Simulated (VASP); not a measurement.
A run of VASP 6.6.1 is set up as follows.

INCAR

```
SYSTEM = Ca
ALGO = Normal
EDIFF = 1E-7
ENCUT = 520
GGA = PE
ISIF = 2
ISMEAR = -1
LASPH = .True.
LCHARG = .False.
LREAL = .False.
LWAVE = .False.
NBANDS = 17
NELM = 80
PREC = Accurate
SIGMA = 0.05
```

Contents of KPOINTS:

```
k-points
0
Gamma
  12 12 12
  0 0 0
```

POSCAR

```
Ca
1.0
    1.8339771499     -1.0588472012      3.4218118381
    0.0000000000      2.1176944024      3.4218118381
   -1.8339771499     -1.0588472012      3.4218118381
Ca
2
Direct
    0.2500000000      0.2500000000      0.2500000000
   -0.2500000000     -0.2500000000     -0.2500000000
```

Potentials or basis: VASP PAW PBE potentials, release 64 (Ca_sv).

Command:

```bash
$ cat potpaw_PBE.64/Ca_sv/POTCAR > POTCAR
$ mpirun -np 1 vasp_std > vasp.out
```

**Question.** Predict the pressure.

**Answer.** 32.4 GPa.

**Question.** Estimate the band gap on the k mesh.

**Answer.** Zero (band 10 reaches 5.88 eV, above the bottom of band 11 at 5.46 eV).

Stress tensor (GPa, compression positive):
```
32.38  0.00  0.00
 0.00 32.38  0.00
 0.00  0.00 32.46
```
